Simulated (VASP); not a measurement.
Set up this calculation in VASP 6.6.1, as the native input.

```
Task                   : single point
Functional             : PBE
Potentials or basis    : VASP PAW PBE potentials, release 64 (Zr_sv, Pd, S)
Cutoff                 : 520 eV
k mesh                 : 6 × 6 × 2
Occupations            : gaussian, width 0.1 eV
Spin                   : collinear spin
Starting moments       : [0.0, 0.0, 1.0, 0.0, 0.0, 0.0] μB
Dipole correction      : no
Further INCAR settings : ALGO = Normal; EDIFF = 1e-06; NBANDS = 39
```

The structure of Zr2PdS3 lies in POSCAR:

```
Zr2PdS3
1.0
    3.6347340673      0.0000000000      0.0000000000
    0.0000000000      3.6347340673      0.0000000000
    0.0000000000      0.0000000000      7.7814701663
Zr Pd S
2 1 3
Direct
    0.5000000000      0.0000000000      0.2788319558
    0.0000000000      0.5000000000      0.7211680442
    0.5000000000      0.5000000000      0.0000000000
    0.0000000000      0.0000000000      0.0000000000
    0.5000000000      0.0000000000      0.6259342837
    0.0000000000      0.5000000000      0.3740657163
```

The cell was built from a structure type or drawn by symmetry, and may not be a known phase.

These files were run (other wordings do the same):

INCAR

```
SYSTEM = Zr2PdS3
ALGO = Normal
EDIFF = 1E-6
ENCUT = 520
GGA = PE
ISIF = 2
ISMEAR = 0
ISPIN = 2
LASPH = .True.
LCHARG = .False.
LMAXMIX = 4
LORBIT = 11
LREAL = .False.
LWAVE = .False.
MAGMOM = 0 0 1 0 0 0
NBANDS = 39
NELM = 150
PREC = Accurate
SIGMA = 0.1
```

KPOINTS

```
k-points
0
Gamma
  6 6 2
  0 0 0
```

Potentials or basis: VASP PAW PBE potentials, release 64 (Zr_sv, Pd, S).

The run is started by

```sh
$ cat potpaw_PBE.64/Zr_sv/POTCAR potpaw_PBE.64/Pd/POTCAR potpaw_PBE.64/S/POTCAR > POTCAR
$ mpirun -np 1 vasp_std > vasp.out
```

It gave:

```
Pressure                                              : -0.1 GPa
Largest force                                         : 0.008 eV/Å
Band gap on the k mesh                                : zero (filled and empty bands overlap)
Net moment                                            : 0.00 μB per cell
Valence electrons inside the program's atomic spheres : Zr 9.70; Pd 9.61; S 3.63, 3.76 (each value once)
```

Caveat: the k points lie up to 0.40 Å⁻¹ apart, too coarse for converged energies and pressures of a metal.

Wall time 5.4 min on 1 thread of Intel Xeon 8259CL (shared host), peak memory 0.32 GiB.
